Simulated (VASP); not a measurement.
Set up this calculation in VASP 6.6.1, as the native input.

| Quantity | Value |
| --- | --- |
| Task | relaxation of cell and atoms |
| Functional | PBE |
| Potentials or basis | VASP PAW PBE potentials, release 64 (Na_pv, C) |
| Cutoff | 600 eV |
| k mesh | 6 × 4 × 4 |
| Occupations | gaussian, width 0.1 eV |
| Spin | no spin polarisation |
| Dipole correction | no |
| Further INCAR settings | ALGO = Normal; EDIFF = 1e-06; IBRION = 2; EDIFFG = -0.04; NSW = 90; ISIF = 3 |

The structure of NaC2 lies in POSCAR:

```
NaC2
1.0
    3.1977301261      0.0000000000      0.0000000000
    0.0000000000      5.1844525081      0.0000000000
    0.0000000000      0.0000000000      4.5147708063
Na C
2 4
Direct
    0.0000000000      0.0000000000      0.8492000000
    0.5000000000      0.5000000000      0.1508000000
    0.0000000000      0.8090000000      0.3610000000
    0.0000000000      0.1910000000      0.3610000000
    0.5000000000      0.3090000000      0.6390000000
    0.5000000000      0.6910000000      0.6390000000
```

The input as run:

INCAR

```
PREC     = Accurate       # precision mode
ENCUT    = 600            # plane-wave cutoff, eV
EDIFF    = 1E-6           # SCF threshold, eV
ISMEAR   = 0              # smearing method
SIGMA    = 0.1            # smearing width, eV
LREAL    = False          # projectors in reciprocal space
LASPH    = True           # aspherical terms in the spheres
NELM     = 60             # most SCF steps
ALGO     = Normal         # electronic algorithm
ISIF     = 3              # what is computed and relaxed
LWAVE    = False          # write WAVECAR
LCHARG   = False          # write CHGCAR
GGA      = PE             # functional
IBRION   = 2              # ionic algorithm
NSW      = 90             # ionic steps
EDIFFG   = -0.04          # ionic threshold
```

KPOINTS

```
regular mesh
0
Gamma
  6 4 4
```

Potentials or basis: VASP PAW PBE potentials, release 64 (Na_pv, C).

The run is started by

```bash
$ cat potpaw_PBE.64/Na_pv/POTCAR potpaw_PBE.64/C/POTCAR > POTCAR
$ mpirun -np 1 vasp_std > vasp.out
```

It gave:

- Relaxed volume: 12.72 Å³/atom
- Relaxed cell: a = 2.547 Å, b = 4.306 Å, c = 6.960 Å, α = 90.00°, β = 90.00°, γ = 90.00°
- Space group after relaxing (to 0.1 Å): Pmmn (No. 59)
- Pressure after relaxing: 0.0 GPa
- Largest force after relaxing: 0.028 eV/Å
- Band gap on the k mesh: zero (bands 15 and 16 overlap by 2.55 eV)

Caveat: a cell axis changed by over 15 % at a fixed basis, so the end point is rough.

Run time: 14 min on 1 thread of Intel(R) Xeon(R) 6975P-C (Granite Rapids), on a shared host, peak memory 0.22 GiB.
